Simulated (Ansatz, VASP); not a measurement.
## Si3F2: VASP beside Ansatz

```
Si F
1.0
     1.42747    0.82415    9.57058
    -1.42747    0.82415    9.57058
     0.00000   -1.64830    9.57058
Si F
3 2
Direct
  0.00000 0.00000 0.00000
  0.19907 0.19907 0.19907
  0.80093 0.80093 0.80093
  0.40692 0.40692 0.40692
  0.59308 0.59308 0.59308
```

Alike in both runs: functional PBE; k mesh 6 × 6 × 6; occupations gaussian, width 0.1 eV; no spin polarisation.

Ansatz relaxed the structure, and its values are those at the end. VASP's run is a single point on that final structure, the one shown.

|  | VASP | Ansatz |
| --- | --- | --- |
| version | VASP 6.6.1 | Ansatz 0.2.0 |
| potentials or method | VASP PAW PBE potentials, release 64 (Si, F), cutoff 520 eV | scalar-relativistic, plane waves, PAW |
| valence electrons in the cell | 26 | 26 |

|  | VASP | Ansatz | Ansatz less VASP |
| --- | --- | --- | --- |
| gap on the k mesh at the Fermi level (eV) | none | none | - |
| pressure (GPa) | 0.0 | 0.1 | +0.11 |
| rms of the force components (eV/Å) | 0.005 | 0.004 | -0.0002 |

A gap of «none» marks a metal or a gap that the smearing closes.

The k mesh is coarse, so the values compare programs but aren't converged.
